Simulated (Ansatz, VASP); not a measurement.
**Bi in VASP and in Ansatz**

INCAR

```
PREC = Accurate ; ENCUT = 520
EDIFF = 1E-6 ; ISMEAR = -1
SIGMA = 0.08 ; LREAL = False
LASPH = True ; NELM = 100
ALGO = Normal ; ISIF = 2
LWAVE = False ; LCHARG = False
GGA = PE ; NBANDS = 14
```

File KPOINTS:

```
Automatic mesh
0
Gamma
  13 13 13
```

File POSCAR:

```
Bi
1.0
   -1.9795756973      1.9795756973      1.9795756973
    1.9795756973     -1.9795756973      1.9795756973
    1.9795756973      1.9795756973     -1.9795756973
Bi
1
Direct
    0.0000000000      0.0000000000      0.0000000000
```

Input for Ansatz:

```yaml
crystal:
  lattice:
    - [-1.9795756973, 1.9795756973, 1.9795756973]
    - [1.9795756973, -1.9795756973, 1.9795756973]
    - [1.9795756973, 1.9795756973, -1.9795756973]
  atoms:
    - { symbol: Bi, position: [0.0, 0.0, 0.0] }
kpoints:
  mp_grid: { grid: [13, 13, 13] }
scf:
  occupations: { method: fermi_dirac, width: 0.08 }
hamiltonian:
  xc: pbe
  pseudopotentials: { kind: all_electron, lapw: { basis_error: 0.00025 } }
output:
  forces: true
  stress: true
  eigenvalues: true
```

Change from the starting cell: volume scaled by 0.98.

Alike in both runs: task single point; functional PBE; k mesh 13 × 13 × 13; occupations fermi-dirac, width 0.08 eV; no spin polarisation.

```csv
,VASP,Ansatz
version,VASP 6.6.1,Ansatz 0.2.0
potentials or method,"VASP PAW PBE potentials, release 64 (Bi_d), cutoff 520 eV","all-electron LAPW, scalar-relativistic"
```

VASP gave:

| Item | Value |
| --- | --- |
| pressure (GPa) | 1.1 |

Problem. What did Ansatz give for the same quantities?

Solution. Pressure (GPa): 1.2.

Ansatz ran all-electron here, and VASP with PAW potentials.

Neither program's run includes spin-orbit coupling.
